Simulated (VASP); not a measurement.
A run of VASP 6.6.1 is set up as follows.

INCAR

```
PREC = Accurate
ENCUT = 520
EDIFF = 1E-6
ISMEAR = 0
SIGMA = 0.1
LREAL = F
LASPH = T
NELM = 80
ALGO = Normal
ISIF = 2
LWAVE = F
LCHARG = F
GGA = PE
NBANDS = 38
```

Contents of KPOINTS:

```
Automatic mesh
0
Gamma
  4 4 4
```

POSCAR

```
Ba4CdBr
1.0
    5.8374922800      0.0000000000      0.0000000000
    0.0000000000      5.8374922800      0.0000000000
    0.0000000000      0.0000000000      4.2334711600
Ba Cd Br
4 1 1
Direct
    0.2347168100      0.0000000000      0.0000000000
    0.7652831900      0.0000000000      0.0000000000
    0.0000000000      0.2347168100      0.0000000000
    0.0000000000      0.7652831900      0.0000000000
    0.5000000000      0.5000000000      0.5000000000
    0.0000000000      0.0000000000      0.5000000000
```

Potentials or basis: VASP PAW PBE potentials, release 64 (Ba_sv, Cd, Br).

Command:

```console
$ cat potpaw_PBE.64/Ba_sv/POTCAR potpaw_PBE.64/Cd/POTCAR potpaw_PBE.64/Br/POTCAR > POTCAR
$ mpirun -np 1 vasp_std > vasp.out
```

What does it give for the pressure?

223.7 GPa.

Estimate the largest force.

94.155 eV/Å.

Estimate the band gap on the k mesh.

zero (an odd number of electrons rules out a gap without spin polarisation).

Forces in eV/Å, atoms in the order of the input:
```
Ba   94.155   0.000   0.000
Ba  -94.155   0.000   0.000
Ba    0.000  94.155   0.000
Ba    0.000 -94.155   0.000
Cd    0.000   0.000   0.000
Br    0.000   0.000   0.000
```

Caveat: the k points lie up to 0.37 Å⁻¹ apart, too coarse for converged energies and pressures of a metal; atoms lie so close that the PAW spheres overlap strongly, which falsifies energies and pressures; spin-orbit coupling is left out, which moves the levels of the heavy elements; an odd number of electrons without spin polarisation forces a metal; a magnetic or distorted state may lie lower.
